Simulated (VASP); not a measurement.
# ZnO in VASP: relaxation of the atoms with PBEsol

Aim: the relaxation of the atoms of ZnO with PBEsol.

Program: VASP 6.6.1. These are calculated values, not measurements. Logs are shortened: lines on timing, memory, paths and dates and some standing lists are left out, and cuts for length are marked.

## 1. The cell of the first run

The cell holds a slab with vacuum, 8 atoms: a = 3.230 Å, b = 3.230 Å, c = 25.453 Å, α = 90.00°, β = 90.00°, γ = 120.00°.

## 2. Relaxation of the atoms, PBEsol

Contents of INCAR:

```
PREC = Accurate ; ENCUT = 520
EDIFF = 1E-6 ; ISMEAR = 0
SIGMA = 0.05 ; LREAL = False
LASPH = True ; NELM = 80
ALGO = Normal ; ISIF = 2
LWAVE = False ; LCHARG = False
LDIPOL = True ; IDIPOL = 3
DIPOL = 0.5 0.5 0.500 ; GGA = PS
IBRION = 2 ; NSW = 90
EDIFFG = -0.03
```

Contents of KPOINTS:

```
regular mesh
0
Gamma
  9 9 1
```

Contents of POSCAR:

```
ZnO
1.0
    3.2300235105      0.0000000000      0.0000000000
   -1.6150117552      2.7972824149      0.0000000000
    0.0000000000      0.0000000000     25.4527337104
O Zn
4 4
Selective dynamics
Direct
    0.3333333333      0.6666666667      0.3339523407  F F F
    0.6666666667      0.3333333333      0.4363833277  F F F
    0.3333333333      0.6666666667      0.5388143148  T T T
    0.6666666667      0.3333333333      0.6412453018  T T T
    0.6666666667      0.3333333333      0.3587546982  F F F
    0.3333333333      0.6666666667      0.4611856852  F F F
    0.6666666667      0.3333333333      0.5636166723  T T T
    0.3333333333      0.6666666667      0.6660476593  T T T
```

Potentials or basis: VASP PAW PBE potentials, release 64 (O, Zn).

On the command line:

```sh
$ cat potpaw_PBE.64/O/POTCAR potpaw_PBE.64/Zn/POTCAR > POTCAR
$ mpirun -np 1 vasp_std > vasp.out
```

OUTCAR:

```text
PREC = Accurate
   ENCUT = 520
   EDIFF = 1E-6
   ISMEAR = 0
   LREAL = False
   LASPH = True
   NELM = 80
   ISIF = 2
   GGA = PS
   IBRION = 2
   NSW = 90
   EDIFFG = -0.03

 ion  position               nearest neighbor table
   1  0.333  0.667  0.334-   5 1.97   5 1.97   5 1.97
   2  0.667  0.333  0.436-   6 1.97   6 1.97   6 1.97   5 1.98
   3  0.333  0.667  0.539-   7 1.97   7 1.97   7 1.97   6 1.98
   4  0.667  0.333  0.641-   8 1.97   8 1.97   8 1.97   7 1.98
   5  0.667  0.333  0.359-   1 1.97   1 1.97   1 1.97   2 1.98
   6  0.333  0.667  0.461-   2 1.97   2 1.97   2 1.97   3 1.98
   7  0.667  0.333  0.564-   3 1.97   3 1.97   3 1.97   4 1.98
   8  0.333  0.667  0.666-   4 1.97   4 1.97   4 1.97

  LATTYP: Found a hexagonal cell.
 ALAT       =     3.2300235105
 C/A-ratio  =     7.8800459587

  Lattice vectors:

 A1 = (   3.2300235105,   0.0000000000,   0.0000000000)
 A2 = (  -1.6150117552,   2.7972824149,   0.0000000000)
 A3 = (   0.0000000000,   0.0000000000,  25.4527337104)

Analysis of symmetry for initial positions (statically):
=====================================================================
 Subroutine PRICEL returns:
 Original cell was already a primitive cell.

 Routine SETGRP: Setting up the symmetry group for a
 hexagonal supercell.

 Subroutine GETGRP returns: Found  6 space group operations
 (whereof  6 operations were pure point group operations)
 out of a pool of 24 trial point group operations.

The static configuration has the point symmetry C_3v.

Analysis of symmetry for dynamics (positions and initial velocities):
=====================================================================
 Subroutine PRICEL returns:
 Original cell was already a primitive cell.

 Routine SETGRP: Setting up the symmetry group for a
 hexagonal supercell.

 Subroutine GETGRP returns: Found  6 space group operations
 (whereof  6 operations were pure point group operations)
 out of a pool of 24 trial point group operations.

The dynamic configuration has the point symmetry C_3v.

Analysis of constrained symmetry for selective dynamics:
=====================================================================
 Subroutine PRICEL returns:
 Original cell was already a primitive cell.

 Routine SETGRP: Setting up the symmetry group for a
 hexagonal supercell.

 Subroutine GETGRP returns: Found  6 space group operations
 (whereof  6 operations were pure point group operations)
 out of a pool of 24 trial point group operations.

The constrained configuration has the point symmetry C_3v.

 Subroutine INISYM returns: Found  6 space group operations
 (whereof  6 operations are pure point group operations),
 and found     1 'primitive' translations

----------------------------------------------------------------------------------------

                                     Primitive cell

  volume of cell :     229.9728

  direct lattice vectors                    reciprocal lattice vectors
     3.230023511  0.000000000  0.000000000     0.309595270  0.178744912  0.000000000
    -1.615011755  2.797282415  0.000000000     0.000000000  0.357489825  0.000000000
     0.000000000  0.000000000 25.452733710     0.000000000  0.000000000  0.039288511

  length of vectors
     3.230023511  3.230023510 25.452733710     0.357489825  0.357489825  0.039288511

  position of ions in fractional coordinates (direct lattice)
     0.333333333  0.666666667  0.333952341
     0.666666667  0.333333333  0.436383328
     0.333333333  0.666666667  0.538814315
     0.666666667  0.333333333  0.641245302
     0.666666667  0.333333333  0.358754698
     0.333333333  0.666666667  0.461185685
     0.666666667  0.333333333  0.563616672
     0.333333333  0.666666667  0.666047659

  ion indices of the primitive-cell ions
   primitive index   ion index
                 1           1
                 2           2
                 3           3
                 4           4
                 5           5
                 6           6
                 7           7
                 8           8

----------------------------------------------------------------------------------------

 KPOINTS: regular mesh

Automatic generation of k-mesh.
 Grid dimensions read from file:
 generate k-points for:    9    9    1

 Generating k-lattice:

  Cartesian coordinates                     Fractional coordinates (reciprocal lattice)
     0.034399474  0.019860546  0.000000000     0.111111111 -0.000000000  0.000000000
     0.000000000  0.039721092  0.000000000     0.000000000  0.111111111  0.000000000
     0.000000000  0.000000000  0.039288511     0.000000000  0.000000000  1.000000000

  Length of vectors
     0.039721092  0.039721092  0.039288511

  Shift w.r.t. Gamma in fractional coordinates (k-lattice)
     0.000000000  0.000000000  0.000000000

 Subroutine IBZKPT returns following result:
 ===========================================

 Found     12 irreducible k-points:

 Following reciprocal coordinates:
            Coordinates               Weight
  0.000000  0.000000  0.000000      1.000000
  0.111111  0.000000  0.000000      6.000000
  0.222222  0.000000  0.000000      6.000000
  0.333333  0.000000  0.000000      6.000000
  0.444444  0.000000  0.000000      6.000000
  0.111111  0.111111  0.000000      6.000000
  0.222222  0.111111  0.000000     12.000000
  0.333333  0.111111  0.000000     12.000000
  0.444444  0.111111  0.000000      6.000000
  0.222222  0.222222  0.000000      6.000000
  0.333333  0.222222  0.000000     12.000000
  0.333333  0.333333  0.000000      2.000000
   k-points           NKPTS =     12   k-points in BZ     NKDIM =     12   number of bands    NBANDS=     43
   number of dos      NEDOS =    301   number of ions     NIONS =      8
   total plane-waves  NPLWV = 110592
   dimension x,y,z NGX =    24 NGY =   24 NGZ =  192
   dimension x,y,z NGXF=    48 NGYF=   48 NGZF=  384
   ions per type =               4   4
   NGX,Y,Z   is equivalent  to a cutoff of  12.35, 12.35, 12.54 a.u.
   NGXF,Y,Z  is equivalent  to a cutoff of  24.71, 24.71, 25.08 a.u.
 SYSTEM =  unknown system
   PREC   = accura    normal or accurate (medium, high low for compatibility)
   ISTART =      0    job   : 0-new  1-cont  2-samecut
   ICHARG =      2    charge: 1-file 2-atom 10-const
   ISPIN  =      1    spin polarized calculation?
   LNONCOLLINEAR =      F non collinear calculations
   LSORBIT =      F    spin-orbit coupling
   LASPH  =      T    aspherical Exc in radial PAW
   ENCUT  =  520.0 eV  38.22 Ry    6.18 a.u.   6.01  6.01 47.33*2*pi/ulx,y,z
   NELM   =     80;   NELMIN=  2; NELMDL= -5     # of ELM steps
   EDIFF  = 0.1E-05   stopping-criterion for ELM
   LREAL  =      F    real-space projection
   EDIFFG = -.3E-01   stopping-criterion for IOM
   NSW    =     90    number of steps for IOM
   IBRION =      2    ionic relax: 0-MD 1-quasi-New 2-CG
   NFREE  =      1    steps in history (QN), initial steepest desc. (CG)
   ISIF   =      2    stress and relaxation
   ISYM   =      2    0-nonsym 1-usesym 2-fastsym
   POTIM  = 0.5000    time-step for ionic-motion
   TEBEG  =    0.0;   TEEND  =   0.0 temperature during run
   PSTRESS=    0.0 pullay stress
   NELECT =      72.0000    total number of electrons
   NUPDOWN=      -1.0000    fix difference up-down
   EMIN   =  10.00;   EMAX   =-10.00  energy-range for DOS
   EFERMI =   0.00;   METHOD = LEGACY
   ISMEAR =     0;   SIGMA  =   0.05  broadening in eV -4-tet -1-fermi 0-gaus
   EFERMI_NEDOS =   21; number of points for ismear=-14 and -15
   IALGO  =     38    algorithm
   IMIX   =      4    mixing-type and parameters
     AMIX     =   0.40;   BMIX     =  1.00
     AMIX_MAG =   1.60;   BMIX_MAG =  1.00
  volume/ion in A,a.u.               =      28.75       193.99
  Fermi-wavevector in a.u.,A,eV,Ry     =   1.111630  2.100676 16.813003  1.235721
  Thomas-Fermi vector in A             =   2.248195
   LORBIT       =      0    0 simple, 1 ext, 2 COOP (PROOUT), +10 PAW based schemes
   GGA     = PS    functional components
   LHFCALC =     F    Hartree Fock is set to
   AEXX    =    0.0000 exact exchange contribution
   IVDW    =     0    specifies the selected vdW correction
   LEPSILON=     F    determine dielectric tensor
   LRPA    =     F    only Hartree local field effects (RPA)
 conjugate gradient relaxation of ions
 non-spin polarized calculation
 Gauss-broadening in eV      SIGMA  =   0.05
  energy-cutoff  :      520.00
  volume of cell :      229.97
 maximum number of plane-waves:      6270
   NGX = 13   NGY = 13   NGZ = 95

 dipolmoment           0.000000      0.000000      0.055309 electrons x Angstroem

--------------------------------------- Ionic step        1  -------------------------------------------

 number of electron      72.0000074 magnetization

 Free energy of the ion-electron system (eV)
  ---------------------------------------------------
  ext. energy  EPLUGINS =         0.00000000
  ---------------------------------------------------
  free energy    TOTEN  =       -36.56728537 eV

  energy without entropy =      -36.56124288  energy(sigma->0) =      -36.56426413

------------------------ aborting loop because EDIFF is reached ----------------------------------------

  FORCE on cell =-STRESS in cart. coord.  units (eV):
  Direction    XX          YY          ZZ          XY          YZ          ZX
  --------------------------------------------------------------------------------------
  -------------------------------------------------------------------------------------
  Total       -1.9505461     -1.9505461      0.8697620     -0.0000000      0.0000000      0.0000000
  in kB      -13.5890901    -13.5890901      6.0594695     -0.0000000      0.0000000      0.0000000
  external PRESSURE =      -7.0395703 kB  Pullay stress =       0.0000000 kB
[... 239 lines left out ...]
--------------------------------------- Ionic step        7  -------------------------------------------

 number of electron      72.0000075 magnetization

 dipolmoment           0.000000      0.000000     -0.257254 electrons x Angstroem

 Free energy of the ion-electron system (eV)
  ---------------------------------------------------
  ext. energy  EPLUGINS =         0.00000000
  ---------------------------------------------------
  free energy    TOTEN  =       -36.70457962 eV

  energy without entropy =      -36.70140383  energy(sigma->0) =      -36.70299172

 E-fermi :  -2.3437     XC(G=0):  -5.2030

 val. band max:       -2.3916978630   @ k =   0.2222   0.0000   0.0000
 cond. band min:      -2.3249538851   @ k =   0.1111   0.1111   0.0000
 fundamental gap:      0.0667439780
 Fermi energy:        -2.3437480963

 k-point     1 :       0.0000    0.0000    0.0000
  band No.  band energies     occupation
      1     -22.9368      2.00000
      2     -22.0906      2.00000
      3     -20.8290      2.00000
      4     -18.7947      2.00000
      5     -11.1642      2.00000
      6     -11.1642      2.00000
[... 541 lines left out ...]
     42       3.9986      0.00000
     43       4.0957      0.00000

------------------------ aborting loop because EDIFF is reached ----------------------------------------

 vacuum level on the upper side and lower side of the slab       (xc-potential included)        -2.668         2.356

  FORCE on cell =-STRESS in cart. coord.  units (eV):
  Direction    XX          YY          ZZ          XY          YZ          ZX
  --------------------------------------------------------------------------------------
  -------------------------------------------------------------------------------------
  Total        0.7537392      0.7537392     -0.3732434      0.0000000     -0.0000000     -0.0000000
  in kB        5.2511599      5.2511599     -2.6003169      0.0000000     -0.0000000     -0.0000000
  external PRESSURE =       2.6340010 kB  Pullay stress =       0.0000000 kB
[... 23 lines left out ...]
  FREE ENERGIE OF THE ION-ELECTRON SYSTEM (eV)
  ---------------------------------------------------
  free  energy   TOTEN  =       -36.7045796171 eV

  energy  without entropy=      -36.7014038307  energy(sigma->0) =      -36.70299172

 reached required accuracy - stopping structural energy minimisation

 vacuum level on the upper side and lower side of the slab         0.545         5.678
```

It took 9 min on 1 thread of Intel Xeon Platinum 8488C (Sapphire Rapids), shared host; peak memory 0.38 GiB.

What came out:

| Item | Value |
| --- | --- |
| Free energy | -36.7046 eV |
| Energy gained by relaxing | 17.2 meV/atom |
| Ionic steps | 7 |
| Band gap on the k mesh | zero (bands 36 and 37 overlap by 0.39 eV) |

The path:
| step | energy change (eV) | largest force on free atoms (eV/Å) | pressure (GPa) |
| --- | --- | --- | --- |
| 1 | 0.0000 | 1.0625 | -0.70 |
| 2 | -0.0857 | 0.4785 | -0.48 |
| 3 | -0.1173 | 0.3739 | 0.01 |
| 4 | -0.1178 | 0.3336 | -0.03 |
| 5 | -0.1278 | 0.2304 | 0.05 |
| 6 | -0.1367 | 0.0860 | 0.26 |
| 7 | -0.1373 | 0.0298 | 0.26 |

Final structure:
```
CELL_PARAMETERS angstrom
3.23002 0.00000 0.00000
-1.61501 2.79728 0.00000
0.00000 0.00000 25.45273
ATOMIC_POSITIONS crystal
O 0.33333 0.66667 0.33395
O 0.66667 0.33333 0.43638
O 0.33333 0.66667 0.54291
O 0.66667 0.33333 0.64689
Zn 0.66667 0.33333 0.35875
Zn 0.33333 0.66667 0.46119
Zn 0.66667 0.33333 0.56220
Zn 0.33333 0.66667 0.66088
```

Caveat: the PAW data sets were made with another functional, which shifts forces and pressure a little.

The gap in the log of VASP goes by the Fermi energy; the results here count the filled bands.